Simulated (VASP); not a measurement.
# Fe (Pm-3m) in VASP: single point with r2SCAN

Aim: the single point of Fe with r2SCAN.

All numbers are computed with VASP 6.6.1; they aren't measurements. Logs are shortened: lines on timing, memory, paths and dates and some standing lists are left out, and cuts for length are marked.

**1. The cell of the first run**

The structure is cubic, space group Pm-3m (No. 221). Conventional cell: a = 2.434 Å, b = 2.434 Å, c = 2.434 Å, α = 90.00°, β = 90.00°, γ = 90.00°. Within 3.2 Å of Fe (site symmetry m-3m) lie 6 Fe at 2.43 Å.

This isn't the form of Fe at room conditions, which is bcc.

**2. Single point, r2SCAN, collinear spin, antiferromagnetic start**

The input, POSCAR:

```
Fe
1.0
    0.0000000000      2.4342886284      2.4342886284
    2.4342886284      0.0000000000      2.4342886284
    2.4342886284      2.4342886284      0.0000000000
Fe
2
Direct
    1.0000000000      0.0000000000      0.0000000000
    0.5000000000      0.5000000000      0.5000000000
```

The input, INCAR.step1:

```
SYSTEM = Fe
PREC = Accurate
ENCUT = 660
ISMEAR = -1
SIGMA = 0.1
LREAL = .FALSE.
LASPH = .TRUE.
NELM = 200
ISPIN = 2
MAGMOM = 2.741 -2.741
LMAXMIX = 4
NBANDS = 19
GGA = PE
ALGO = Normal
EDIFF = 1E-5
LWAVE = .TRUE.
LCHARG = .FALSE.
GGA_COMPAT = .FALSE.
```

The input, INCAR.step2:

```
SYSTEM = Fe
PREC = Accurate
ENCUT = 660
EDIFF = 1E-6
ISMEAR = -1
SIGMA = 0.1
LREAL = .FALSE.
LASPH = .TRUE.
NELM = 200
ALGO = Normal
ISIF = 2
LWAVE = .FALSE.
LCHARG = .FALSE.
ISPIN = 2
MAGMOM = 2.741 -2.741
LORBIT = 11
LMAXMIX = 4
METAGGA = R2SCAN
LMIXTAU = .TRUE.
NBANDS = 19
ISTART = 1
GGA_COMPAT = .FALSE.
```

The input, KPOINTS:

```
Automatic mesh
0
G
  6 6 6
  0 0 0
```

Potentials or basis: VASP PAW PBE potentials, release 64 (Fe).

Run with:

```bash
cat potpaw_PBE.64/Fe/POTCAR > POTCAR
cp INCAR.step1 INCAR
mpirun -np 1 vasp_std > vasp.out
cp INCAR.step2 INCAR
mpirun -np 1 vasp_std > vasp.out
```

OUTCAR:

```text
SYSTEM = Fe
   PREC = Accurate
   ENCUT = 660
   EDIFF = 1E-6
   ISMEAR = -1
   LREAL = .FALSE.
   LASPH = .TRUE.
   NELM = 200
   ISIF = 2
   ISPIN = 2
   LORBIT = 11
   METAGGA = R2SCAN
   ISTART = 1

 ion  position               nearest neighbor table
   1  0.000  0.000  0.000-   2 2.43   2 2.43   2 2.43   2 2.43   2 2.43   2 2.43
   2  0.500  0.500  0.500-   1 2.43   1 2.43   1 2.43   1 2.43   1 2.43   1 2.43

  LATTYP: Found a face centered cubic cell.
 ALAT       =     4.8685772568

  Lattice vectors:

 A1 = (   0.0000000000,   2.4342886284,   2.4342886284)
 A2 = (   2.4342886284,   0.0000000000,   2.4342886284)
 A3 = (   2.4342886284,   2.4342886284,   0.0000000000)

Analysis of symmetry for initial positions (statically):
=====================================================================
 Subroutine PRICEL returns following result:

  LATTYP: Found a simple cubic cell.
 ALAT       =     2.4342886284
[... 12 lines left out ...]
 Subroutine GETGRP returns: Found 48 space group operations
 (whereof 48 operations were pure point group operations)
 out of a pool of 48 trial point group operations.

The static configuration has the point symmetry O_h .

Analysis of symmetry for dynamics (positions and initial velocities):
=====================================================================
 Subroutine PRICEL returns following result:

  LATTYP: Found a simple cubic cell.
 ALAT       =     2.4342886284
[... 12 lines left out ...]
 Subroutine GETGRP returns: Found 48 space group operations
 (whereof 48 operations were pure point group operations)
 out of a pool of 48 trial point group operations.

The dynamic configuration has the point symmetry O_h .

Analysis of structural, dynamic, and magnetic symmetry:
=====================================================================
 Subroutine PRICEL returns following result:

  LATTYP: Found a simple cubic cell.
 ALAT       =     2.4342886284
[... 12 lines left out ...]
 Subroutine GETGRP returns: Found 48 space group operations
 (whereof 48 operations were pure point group operations)
 out of a pool of 48 trial point group operations.

The overall configuration has the point symmetry O_h .

 Subroutine INISYM returns: Found 48 space group operations
 (whereof 48 operations are pure point group operations),
 and found     2 'primitive' translations

----------------------------------------------------------------------------------------

                                     Primitive cell

  volume of cell :      14.4250

  direct lattice vectors                    reciprocal lattice vectors
    -2.434288628  0.000000000  0.000000000    -0.410797630  0.000000000  0.000000000
[... 102 lines left out ...]
   AEXX    =    0.0000 exact exchange contribution
   IVDW    =     0    specifies the selected vdW correction
   LEPSILON=     F    determine dielectric tensor
   LRPA    =     F    only Hartree local field effects (RPA)
 spin polarized calculation
  energy-cutoff  :      660.00
  volume of cell :       28.85
 maximum number of plane-waves:      1139
 NGX is ok and might be reduce to    30
   NGX = 15   NGY = 15   NGZ = 15

 number of electron      15.9999998 magnetization      -0.0000000

 number of electron      15.9999998 magnetization       0.0000000

 Free energy of the ion-electron system (eV)
  ---------------------------------------------------
  ext. energy  EPLUGINS =         0.00000000
  ---------------------------------------------------
  free energy    TOTEN  =       -26.53392757 eV

  energy without entropy =      -26.46941812  energy(sigma->0) =      -26.50167285

 E-fermi :   4.4897     XC(G=0): -12.6395

 val. band max:        4.4666636996   @ k =  -0.3333   0.1667   0.0000
 cond. band min:       4.5336290502   @ k =   0.3333   0.0000   0.0000
 fundamental gap:      0.0669653507
 Fermi energy:         4.4897340642

 spin component 1

 k-point     1 :       0.0000    0.0000    0.0000
  band No.  band energies     occupation
      1      -3.8159      1.00000
      2       0.2198      1.00000
      3       0.2198      1.00000
      4       0.2202      1.00000
      5       0.3157      1.00000
      6       0.3169      1.00000
[... 328 lines left out ...]
      5       1.2489      1.00000
      6       1.6160      1.00000
[... 11 lines left out ...]
     18      24.7206      0.00000
     19      28.7989      0.00000
 Fermi energy:         4.4897340642

 spin component 2

 k-point     1 :       0.0000    0.0000    0.0000
  band No.  band energies     occupation
      1      -3.8159      1.00000
      2       0.2198      1.00000
      3       0.2198      1.00000
      4       0.2202      1.00000
      5       0.3157      1.00000
      6       0.3169      1.00000
[... 329 lines left out ...]
      6       1.6160      1.00000
[... 11 lines left out ...]
     18      24.7206      0.00000
     19      28.7989      0.00000

------------------------ aborting loop because EDIFF is reached ----------------------------------------

  FORCE on cell =-STRESS in cart. coord.  units (eV):
  Direction    XX          YY          ZZ          XY          YZ          ZX
  --------------------------------------------------------------------------------------
  -------------------------------------------------------------------------------------
  Total       -0.0892446     -0.0892446     -0.0892446      0.0000000      0.0000000      0.0000000
  in kB       -4.9561718     -4.9561718     -4.9561718      0.0000000      0.0000000      0.0000000
  external PRESSURE =      -4.9561718 kB  Pullay stress =       0.0000000 kB

 VOLUME and BASIS-vectors are now :
 -----------------------------------------------------------------------------
  energy-cutoff  :      660.00
  volume of cell :       28.85
      direct lattice vectors                 reciprocal lattice vectors
     0.000000000  2.434288628  2.434288628    -0.205398815  0.205398815  0.205398815
     2.434288628  0.000000000  2.434288628     0.205398815 -0.205398815  0.205398815
     2.434288628  2.434288628  0.000000000     0.205398815  0.205398815 -0.205398815

 POSITION                                       TOTAL-FORCE (eV/Angst)
 -----------------------------------------------------------------------------------
      0.00000      0.00000      0.00000         0.000000      0.000000     -0.000000
      2.43429      2.43429      2.43429        -0.000000     -0.000000      0.000000
 -----------------------------------------------------------------------------------
    total drift:                                0.000000      0.000000      0.000000

  FREE ENERGIE OF THE ION-ELECTRON SYSTEM (eV)
  ---------------------------------------------------
  free  energy   TOTEN  =       -26.5339275740 eV

  energy  without entropy=      -26.4694181163  energy(sigma->0) =      -26.50167285

 total charge

# of ion       s       p       d       tot
------------------------------------------
    1        0.498   0.463   6.079   7.040
    2        0.498   0.463   6.079   7.040
--------------------------------------------------
tot          0.997   0.926  12.157  14.080

 magnetization (x)

# of ion       s       p       d       tot
------------------------------------------
    1        0.084   0.055   2.706   2.846
    2       -0.084  -0.055  -2.706  -2.846
--------------------------------------------------
tot          0.000   0.000   0.000   0.000
```

OUTCAR.step1:

```text
SYSTEM = Fe
   PREC = Accurate
   ENCUT = 660
   ISMEAR = -1
   LREAL = .FALSE.
   LASPH = .TRUE.
[... 964 lines left out ...]
      0.00000      0.00000      0.00000        -0.000000      0.000000     -0.000000
      2.43429      2.43429      2.43429         0.000000     -0.000000      0.000000
 -----------------------------------------------------------------------------------
    total drift:                                0.000000      0.000000      0.000000

  FREE ENERGIE OF THE ION-ELECTRON SYSTEM (eV)
  ---------------------------------------------------
  free  energy   TOTEN  =       -14.3187664957 eV

  energy  without entropy=      -14.1829440197  energy(sigma->0) =      -14.25085526
```

Run time: 59 s. Hardware: 1 thread of Intel Xeon 6975P-C (Granite Rapids), shared host; peak memory 0.2 GiB.

What came out:

```yaml
Free_energy: -26.5339 eV
Pressure: -0.5 GPa
Band_gap_on_the_k_mesh: zero (filled and empty bands overlap)
Net_moment: 0.00 μB per cell
Site_moments: Fe +2.85, -2.85 μB
Valence_electrons_inside_the_program's_atomic_spheres: Fe 7.04
```

Levels at points of the mesh, in eV from the Fermi level:
Spin up:
| k point | band 5 | band 6 | band 7 | band 8 | band 9 | band 10 | band 11 | band 12 |
| --- | --- | --- | --- | --- | --- | --- | --- | --- |
| (0.00, 0.00, 0.00) | -4.17 | -4.17 | 0.85 | 0.85 | 1.22 | 1.22 | 1.22 | 10.94 |
| (0.50, 0.00, 0.00) | -2.94 | -2.94 | -1.40 | -1.33 | -1.32 | 1.06 | 1.06 | 2.07 |
| (0.50, 0.50, 0.00) | -3.24 | -2.97 | -1.72 | 0.83 | 0.90 | 1.51 | 1.51 | 3.85 |
Spin down:
| k point | band 5 | band 6 | band 7 | band 8 | band 9 | band 10 | band 11 | band 12 |
| --- | --- | --- | --- | --- | --- | --- | --- | --- |
| (0.00, 0.00, 0.00) | -4.17 | -4.17 | 0.85 | 0.85 | 1.22 | 1.22 | 1.22 | 10.94 |
| (0.50, 0.00, 0.00) | -2.94 | -2.94 | -1.40 | -1.33 | -1.32 | 1.06 | 1.06 | 2.07 |
| (0.50, 0.50, 0.00) | -3.24 | -2.97 | -1.72 | 0.83 | 0.90 | 1.51 | 1.51 | 3.85 |

Caveat: the k points lie up to 0.37 Å⁻¹ apart, too coarse for converged energies and pressures of a metal; the PAW data sets were made with another functional, which shifts forces and pressure a little.
